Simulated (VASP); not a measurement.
Input of a VASP 6.6.1 run:

File INCAR:

```
PREC = Accurate ; ENCUT = 520
EDIFF = 1E-7 ; ISMEAR = 1
SIGMA = 0.1 ; LREAL = F
LASPH = T ; NELM = 80
ALGO = Normal ; ISIF = 2
LWAVE = F ; LCHARG = F
NBANDS = 14
```

KPOINTS

```
Automatic mesh
0
Gamma
  10 10 10
```

File POSCAR:

```
HfN
1.0
    0.0000000000      2.4764494845      2.4764494845
    2.4764494845      0.0000000000      2.4764494845
    2.4764494845      2.4764494845      0.0000000000
Hf N
1 1
Direct
    0.0000000000      0.0000000000      0.0000000000
    0.7500000000      0.7500000000      0.7500000000
```

Potentials or basis: VASP PAW LDA potentials, release 64 (Hf_pv, N).

Command:

```sh
$ cat potpaw_LDA.64/Hf_pv/POTCAR potpaw_LDA.64/N/POTCAR > POTCAR
$ mpirun -np 1 vasp_std > vasp.out
```

(1) What does it give for the pressure?

Answers

(1) -14.3 GPa.
